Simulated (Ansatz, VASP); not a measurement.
# HfO2: VASP beside Ansatz

File INCAR:

```
  ALGO = Normal
  EDIFF = 1E-6
  ENCUT = 520
  GGA = PE
  ISIF = 2
  ISMEAR = 0
  LASPH = True
  LCHARG = False
  LREAL = False
  LWAVE = False
  NBANDS = 18
  NELM = 80
  PREC = Accurate
  SIGMA = 0.05
```

File KPOINTS:

```
k-points
0
Gamma
  8 8 8
```

POSCAR

```
HfO2
1.0
   -0.8086004112      2.2236511309      2.2236511309
    2.2236511309     -0.8086004112      2.2236511309
    2.2236511309      2.2236511309     -0.8086004112
Hf O
1 2
Direct
    0.0000000000      0.0000000000      0.0000000000
    0.2500000000      0.2500000000      0.2500000000
    0.7500000000      0.7500000000      0.7500000000
```

Input for Ansatz:

```yaml
crystal:
  lattice:
    - [-0.8086004112, 2.2236511309, 2.2236511309]
    - [2.2236511309, -0.8086004112, 2.2236511309]
    - [2.2236511309, 2.2236511309, -0.8086004112]
  atoms:
    - { symbol: Hf, position: [0.0, 0.0, 0.0] }
    - { symbol: O, position: [0.25, 0.25, 0.25] }
    - { symbol: O, position: [0.75, 0.75, 0.75] }
basis:
  ecutwfc: 420
kpoints:
  mp_grid: { grid: [8, 8, 8] }
hamiltonian:
  xc: pbe
scf:
  occupations: { method: gaussian, width: 0.05 }
output:
  forces: true
  stress: true
  eigenvalues: true
```

Alike in both runs: task single point; functional PBE; k mesh 8 × 8 × 8; occupations gaussian, width 0.05 eV; no spin polarisation.

|  | VASP | Ansatz |
| --- | --- | --- |
| version | VASP 6.6.1 | Ansatz 0.2.0 |
| potentials or method | VASP PAW PBE potentials, release 64 (Hf_pv, O), cutoff 520 eV | scalar-relativistic, plane waves, PAW |
| valence electrons in the cell | 22 | 38 |

```csv
,VASP,Ansatz,Ansatz less VASP
gap on the k mesh at the Fermi level (eV),1.49,1.19,-0.296
least direct gap on the mesh (eV),1.62,1.36,-0.253
rms of the force components (eV/Å),13.781,13.113,-0.6675
```

Atom by atom the forces differ by 0.667 eV/Å (rms over components). One of these differences is far larger than is usual between the two programs; its cause wasn't traced. With one functional, cell and mesh, what is left measures potentials, basis and numerics. VASP's potentials hold 22 valence electrons a cell and Ansatz's 38, so a difference there can come from the potentials and not from the codes.

Spin-orbit coupling is off throughout.
